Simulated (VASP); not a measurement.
Runs of VASP 6.6.1 on AgCl. The structure is that of space group Pm-3m (No. 221), or close to it. The cells are those of the table. 

```tsv
cell	gap on the mesh (eV)	pressure (GPa)
a = 3.434, b = 3.331 Å, 2 atoms	1.13	(b)
a = 3.434, b = 3.468 Å, 2 atoms	1.15	(a)
a = 3.434, b = 3.365 Å, 2 atoms	1.15	-0.9
a = 3.434, b = 3.400 Å, 2 atoms	1.16	-1.4
```

Alike in all rows: task single point; level r2SCAN; potentials or basis VASP PAW PBE potentials, release 64 (Ag, Cl); no spin polarisation; k mesh 8 × 8 × 8; cutoff (eV) 520; smearing gaussian 0.05 eV.

Q: Fill in the values left out.

A: (a) -2.3; (b) -0.3.

Caveats: the PAW data sets were made with another functional, which shifts forces and pressure a little.

A k mesh can miss the band edges, and the runs leave out spin-orbit coupling on Ag.
